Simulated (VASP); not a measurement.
# KGeF3 (Pm-3m) in VASP: further runs

Runs on KGeF3. Level: PBE. Tasks: single point.

Everything below comes from runs of VASP 6.6.1. Logs are shortened: lines on timing, memory, paths and dates and some standing lists are left out, and cuts for length are marked.

### Step 1. The cell of the first run

It takes space group Pm-3m (No. 221, cubic). Conventional cell: a = 4.300 Å, b = 4.300 Å, c = 4.300 Å, α = 90.00°, β = 90.00°, γ = 90.00°. Within 4.0 Å of K (site symmetry m-3m) lie 12 F at 3.04 Å and 8 Ge at 3.72 Å. Ge (site symmetry m-3m) has 6 F at 2.15 Å within 2.8 Å. F (site symmetry 4/mmm) has 2 Ge at 2.15 Å within 2.8 Å.

### Step 2. Single point, PBE (strain -2.0%)

File INCAR:

```
PREC = Accurate ; ENCUT = 520
EDIFF = 1E-7 ; ISMEAR = -1
SIGMA = 0.02 ; LREAL = F
LASPH = T ; NELM = 60
ALGO = Normal ; ISIF = 2
LWAVE = F ; LCHARG = F
GGA = PE ; NBANDS = 30
```

File KPOINTS:

```
Automatic mesh
0
Gamma
  6 6 6
```

File POSCAR:

```
KGeF3
1.0
    4.2997786702      0.0000000000      0.0000000000
    0.0000000000      4.2997786702      0.0000000000
    0.0000000000      0.0000000000      4.2997786702
K Ge F
1 1 3
Direct
    0.0000000000      0.0000000000      0.0000000000
    0.5000000000      0.5000000000      0.5000000000
    0.5000000000      0.5000000000      0.0000000000
    0.5000000000      0.0000000000      0.5000000000
    0.0000000000      0.5000000000      0.5000000000
```

Potentials or basis: VASP PAW PBE potentials, release 64 (K_sv, Ge_d, F).

Launch:

```bash
> cat potpaw_PBE.64/K_sv/POTCAR potpaw_PBE.64/Ge_d/POTCAR potpaw_PBE.64/F/POTCAR > POTCAR
> mpirun -np 1 vasp_std > vasp.out
```

OUTCAR:

```text
PREC = Accurate
   ENCUT = 520
   EDIFF = 1E-7
   ISMEAR = -1
   LREAL = F
   LASPH = T
   NELM = 60
   ISIF = 2
   GGA = PE

 ion  position               nearest neighbor table
   1  0.000  0.000  0.000-
   2  0.500  0.500  0.500-   3 2.15   4 2.15   5 2.15   3 2.15   4 2.15   5 2.15
   3  0.500  0.500  0.000-   2 2.15   2 2.15
   4  0.500  0.000  0.500-   2 2.15   2 2.15
   5  0.000  0.500  0.500-   2 2.15   2 2.15

  LATTYP: Found a simple cubic cell.
 ALAT       =     4.2997786702

  Lattice vectors:

 A1 = (   4.2997786702,   0.0000000000,   0.0000000000)
 A2 = (   0.0000000000,   4.2997786702,   0.0000000000)
 A3 = (   0.0000000000,   0.0000000000,   4.2997786702)

Analysis of symmetry for initial positions (statically):
=====================================================================
 Subroutine PRICEL returns:
 Original cell was already a primitive cell.

 Routine SETGRP: Setting up the symmetry group for a
 simple cubic supercell.

 Subroutine GETGRP returns: Found 48 space group operations
 (whereof 48 operations were pure point group operations)
 out of a pool of 48 trial point group operations.

The static configuration has the point symmetry O_h .

Analysis of symmetry for dynamics (positions and initial velocities):
=====================================================================
 Subroutine PRICEL returns:
 Original cell was already a primitive cell.

 Routine SETGRP: Setting up the symmetry group for a
 simple cubic supercell.

 Subroutine GETGRP returns: Found 48 space group operations
 (whereof 48 operations were pure point group operations)
 out of a pool of 48 trial point group operations.

The dynamic configuration has the point symmetry O_h .

 Subroutine INISYM returns: Found 48 space group operations
 (whereof 48 operations are pure point group operations),
 and found     1 'primitive' translations

----------------------------------------------------------------------------------------

                                     Primitive cell

  volume of cell :      79.4947

  direct lattice vectors                    reciprocal lattice vectors
     4.299778670  0.000000000  0.000000000     0.232570110  0.000000000  0.000000000
     0.000000000  4.299778670  0.000000000     0.000000000  0.232570110  0.000000000
     0.000000000  0.000000000  4.299778670     0.000000000  0.000000000  0.232570110

  length of vectors
     4.299778670  4.299778670  4.299778670     0.232570110  0.232570110  0.232570110

  position of ions in fractional coordinates (direct lattice)
     0.000000000  0.000000000  0.000000000
     0.500000000  0.500000000  0.500000000
     0.500000000  0.500000000  0.000000000
     0.500000000  0.000000000  0.500000000
     0.000000000  0.500000000  0.500000000

  ion indices of the primitive-cell ions
   primitive index   ion index
                 1           1
                 2           2
                 3           3
                 4           4
                 5           5

----------------------------------------------------------------------------------------

 KPOINTS: Automatic mesh

Automatic generation of k-mesh.
 Grid dimensions read from file:
 generate k-points for:    6    6    6

 Generating k-lattice:

  Cartesian coordinates                     Fractional coordinates (reciprocal lattice)
     0.038761685  0.000000000  0.000000000     0.166666667  0.000000000  0.000000000
     0.000000000  0.038761685  0.000000000     0.000000000  0.166666667  0.000000000
     0.000000000  0.000000000  0.038761685     0.000000000  0.000000000  0.166666667

  Length of vectors
     0.038761685  0.038761685  0.038761685

  Shift w.r.t. Gamma in fractional coordinates (k-lattice)
     0.000000000  0.000000000  0.000000000

 Subroutine IBZKPT returns following result:
 ===========================================

 Found     20 irreducible k-points:

 Following reciprocal coordinates:
            Coordinates               Weight
  0.000000  0.000000  0.000000      1.000000
  0.166667  0.000000  0.000000      6.000000
  0.333333  0.000000  0.000000      6.000000
  0.500000  0.000000  0.000000      3.000000
  0.166667  0.166667  0.000000     12.000000
  0.333333  0.166667  0.000000     24.000000
[... 12 lines left out ...]
  0.500000  0.500000  0.333333      6.000000
  0.500000  0.500000  0.500000      1.000000
   k-points           NKPTS =     20   k-points in BZ     NKDIM =     20   number of bands    NBANDS=     30
   number of dos      NEDOS =    301   number of ions     NIONS =      5
   total plane-waves  NPLWV =  32768
   dimension x,y,z NGX =    32 NGY =   32 NGZ =   32
   dimension x,y,z NGXF=    64 NGYF=   64 NGZF=   64
   ions per type =               1   1   3
   NGX,Y,Z   is equivalent  to a cutoff of  12.37, 12.37, 12.37 a.u.
   NGXF,Y,Z  is equivalent  to a cutoff of  24.74, 24.74, 24.74 a.u.
 SYSTEM =  unknown system
   PREC   = accura    normal or accurate (medium, high low for compatibility)
   ISTART =      0    job   : 0-new  1-cont  2-samecut
   ICHARG =      2    charge: 1-file 2-atom 10-const
   ISPIN  =      1    spin polarized calculation?
   LNONCOLLINEAR =      F non collinear calculations
   LSORBIT =      F    spin-orbit coupling
   LASPH  =      T    aspherical Exc in radial PAW
   ENCUT  =  520.0 eV  38.22 Ry    6.18 a.u.   7.99  7.99  7.99*2*pi/ulx,y,z
   NELM   =     60;   NELMIN=  2; NELMDL= -5     # of ELM steps
   EDIFF  = 0.1E-06   stopping-criterion for ELM
   LREAL  =      F    real-space projection
   EDIFFG = 0.1E-05   stopping-criterion for IOM
   NSW    =      0    number of steps for IOM
   IBRION =     -1    ionic relax: 0-MD 1-quasi-New 2-CG
   NFREE  =      0    steps in history (QN), initial steepest desc. (CG)
   ISIF   =      2    stress and relaxation
   ISYM   =      2    0-nonsym 1-usesym 2-fastsym
   POTIM  = 0.5000    time-step for ionic-motion
   TEBEG  =    0.0;   TEEND  =   0.0 temperature during run
   PSTRESS=    0.0 pullay stress
   NELECT =      44.0000    total number of electrons
   NUPDOWN=      -1.0000    fix difference up-down
   EMIN   =  10.00;   EMAX   =-10.00  energy-range for DOS
   EFERMI =   0.00;   METHOD = LEGACY
   ISMEAR =    -1;   SIGMA  =   0.02  broadening in eV -4-tet -1-fermi 0-gaus
   EFERMI_NEDOS =   21; number of points for ismear=-14 and -15
   IALGO  =     38    algorithm
   IMIX   =      4    mixing-type and parameters
     AMIX     =   0.40;   BMIX     =  1.00
     AMIX_MAG =   1.60;   BMIX_MAG =  1.00
  volume/ion in A,a.u.               =      15.90       107.29
  Fermi-wavevector in a.u.,A,eV,Ry     =   1.344146  2.540067 24.582016  1.806727
  Thomas-Fermi vector in A             =   2.472163
   LORBIT       =      0    0 simple, 1 ext, 2 COOP (PROOUT), +10 PAW based schemes
   GGA     = PE    functional components
   LHFCALC =     F    Hartree Fock is set to
   AEXX    =    0.0000 exact exchange contribution
   IVDW    =     0    specifies the selected vdW correction
   LEPSILON=     F    determine dielectric tensor
   LRPA    =     F    only Hartree local field effects (RPA)
 non-spin polarized calculation
  energy-cutoff  :      520.00
  volume of cell :       79.49
 maximum number of plane-waves:      2176
 NGX is ok and might be reduce to    32
   NGX = 15   NGY = 15   NGZ = 15

 number of electron      43.9999923 magnetization

 Free energy of the ion-electron system (eV)
  ---------------------------------------------------
  ext. energy  EPLUGINS =         0.00000000
  ---------------------------------------------------
  free energy    TOTEN  =       -22.48551573 eV

  energy without entropy =      -22.48551573  energy(sigma->0) =      -22.48551573

 E-fermi :   4.0561     XC(G=0):  -9.2033

 val. band max:        3.5662162057   @ k =   0.5000   0.5000   0.5000
 cond. band min:       5.0300693665   @ k =   0.5000   0.5000   0.5000
 fundamental gap:      1.4638531608
 Fermi energy:         4.0561185865

 k-point     1 :       0.0000    0.0000    0.0000
  band No.  band energies     occupation
      1     -27.9204      2.00000
      2     -22.4693      2.00000
      3     -22.4693      2.00000
      4     -22.1140      2.00000
      5     -22.1140      2.00000
      6     -22.1140      2.00000
[... 22 lines left out ...]
     29       9.7893      0.00000
     30       9.7893      0.00000

 k-point     2 :       0.1667    0.0000    0.0000
  band No.  band energies     occupation
      1     -27.9184      2.00000
      2     -22.4691      2.00000
      3     -22.4319      2.00000
      4     -22.1144      2.00000
      5     -22.1144      2.00000
      6     -22.1140      2.00000
[... 22 lines left out ...]
     29       9.8968      0.00000
     30      10.2912      0.00000

 k-point     3 :       0.3333    0.0000    0.0000
  band No.  band energies     occupation
      1     -27.9145      2.00000
      2     -22.4687      2.00000
      3     -22.3575      2.00000
      4     -22.1152      2.00000
      5     -22.1152      2.00000
      6     -22.1139      2.00000
[... 22 lines left out ...]
     29      10.1468      0.00000
     30      11.0266      0.00000

 k-point     4 :       0.5000    0.0000    0.0000
  band No.  band energies     occupation
      1     -27.9126      2.00000
      2     -22.4684      2.00000
      3     -22.3214      2.00000
      4     -22.1155      2.00000
      5     -22.1155      2.00000
      6     -22.1139      2.00000
[... 484 lines left out ...]
     29      10.5112      0.00000
     30      10.8399      0.00000

 k-point    19 :       0.5000    0.5000    0.3333
  band No.  band energies     occupation
      1     -27.9030      2.00000
      2     -22.2218      2.00000
      3     -22.1401      2.00000
      4     -22.1171      2.00000
      5     -22.1167      2.00000
      6     -22.1167      2.00000
[... 22 lines left out ...]
     29      10.4965      0.00000
     30      10.8651      0.00000

 k-point    20 :       0.5000    0.5000    0.5000
  band No.  band energies     occupation
      1     -27.9018      2.00000
      2     -22.1401      2.00000
      3     -22.1401      2.00000
      4     -22.1171      2.00000
      5     -22.1171      2.00000
      6     -22.1171      2.00000
[... 22 lines left out ...]
     29      10.6353      0.00000
     30      11.2329      0.00000

------------------------ aborting loop because EDIFF is reached ----------------------------------------

  FORCE on cell =-STRESS in cart. coord.  units (eV):
  Direction    XX          YY          ZZ          XY          YZ          ZX
  --------------------------------------------------------------------------------------
  -------------------------------------------------------------------------------------
  Total        3.2795580      3.2795580      3.2795580      0.0000000      0.0000000      0.0000000
  in kB       66.0978906     66.0978906     66.0978906      0.0000000      0.0000000      0.0000000
  external PRESSURE =      66.0978906 kB  Pullay stress =       0.0000000 kB

 VOLUME and BASIS-vectors are now :
 -----------------------------------------------------------------------------
  energy-cutoff  :      520.00
  volume of cell :       79.49
      direct lattice vectors                 reciprocal lattice vectors
     4.299778670  0.000000000  0.000000000     0.232570110  0.000000000  0.000000000
     0.000000000  4.299778670  0.000000000     0.000000000  0.232570110  0.000000000
     0.000000000  0.000000000  4.299778670     0.000000000  0.000000000  0.232570110

 POSITION                                       TOTAL-FORCE (eV/Angst)
 -----------------------------------------------------------------------------------
      0.00000      0.00000      0.00000         0.000000      0.000000      0.000000
      2.14989      2.14989      2.14989         0.000000      0.000000      0.000000
      2.14989      2.14989      0.00000         0.000000      0.000000      0.000000
      2.14989      0.00000      2.14989         0.000000      0.000000      0.000000
      0.00000      2.14989      2.14989         0.000000      0.000000      0.000000
 -----------------------------------------------------------------------------------
    total drift:                                0.000000     -0.000000     -0.000000

  FREE ENERGIE OF THE ION-ELECTRON SYSTEM (eV)
  ---------------------------------------------------
  free  energy   TOTEN  =       -22.4855157265 eV

  energy  without entropy=      -22.4855157265  energy(sigma->0) =      -22.48551573
```

It took 46 s on 1 thread of Oxide Virtual Turin-like, shared host; peak memory 0.16 GiB.

Results:

```yaml
Free_energy: -22.4855 eV
Pressure: 6.6 GPa
Band_gap_on_the_k_mesh: 1.46 eV
```

Levels at points of the mesh, in eV from the valence-band top:
```
           k point  band 18  band 19  band 20  band 21  band 22  band 23  band 24  band 25  band 26  band 27
(0.00, 0.00, 0.00)    -5.92    -5.92    -5.84    -5.84    -5.84     2.84     4.38     4.38     5.70     5.70
(0.50, 0.00, 0.00)    -6.10    -6.07    -5.93    -5.93    -3.04     2.10     4.92     4.92     5.17     5.78
(0.50, 0.50, 0.00)    -6.26    -6.18    -6.18    -5.49    -1.41     2.22     2.22     4.96     5.13     5.89
(0.50, 0.50, 0.50)    -6.41    -5.47    -5.47    -5.47     0.00     1.46     1.46     1.46     6.75     7.07
```

Caveat: the cell differs from its parent crystal (strain -2.0%); the cell stands under pressure. A k mesh can miss the band edges.

### Step 3. Single point, PBE (strain +2.5%)

File INCAR:

```
  PREC = Accurate
  ENCUT = 520
  EDIFF = 1E-6
  ISMEAR = -1
  SIGMA = 0.02
  LREAL = False
  LASPH = True
  NELM = 100
  ALGO = Normal
  ISIF = 2
  LWAVE = False
  LCHARG = False
  GGA = PE
  NBANDS = 30
```

File KPOINTS:

```
regular mesh
0
Gamma
  6 6 6
```

POSCAR: that of step 2 with these lines changed.

```diff
@@ -2,5 +2,5 @@
 1.0
-    4.2997786702      0.0000000000      0.0000000000
-    0.0000000000      4.2997786702      0.0000000000
-    0.0000000000      0.0000000000      4.2997786702
+    4.4972174867      0.0000000000      0.0000000000
+    0.0000000000      4.4972174867      0.0000000000
+    0.0000000000      0.0000000000      4.4972174867
 K Ge F
```

Potentials or basis: VASP PAW PBE potentials, release 64 (K_sv, Ge_d, F).

Launch:

```bash
> cat potpaw_PBE.64/K_sv/POTCAR potpaw_PBE.64/Ge_d/POTCAR potpaw_PBE.64/F/POTCAR > POTCAR
> mpirun -np 1 vasp_std > vasp.out
```

Run time: 81 s. Hardware: 1 thread of Oxide Virtual Turin-like, shared host; peak memory 0.19 GiB.

Results (log left out):

- Free energy: -22.6503 eV
- Pressure: -1.6 GPa
- Band gap on the k mesh: 2.11 eV

Levels at points of the mesh, in eV from the valence-band top:
```
           k point  band 20  band 21  band 22  band 23  band 24  band 25
(0.00, 0.00, 0.00)    -4.38    -4.38    -4.38     3.56     5.53     5.53
(0.50, 0.00, 0.00)    -4.43    -4.43    -2.53     2.58     5.22     5.22
(0.50, 0.50, 0.00)    -4.61    -4.06    -1.17     2.64     2.64     5.16
(0.50, 0.50, 0.50)    -4.05    -4.05     0.00     2.11     2.11     2.11
```

Caveat: the cell differs from its parent crystal (strain +2.5%). A k mesh can miss the band edges.
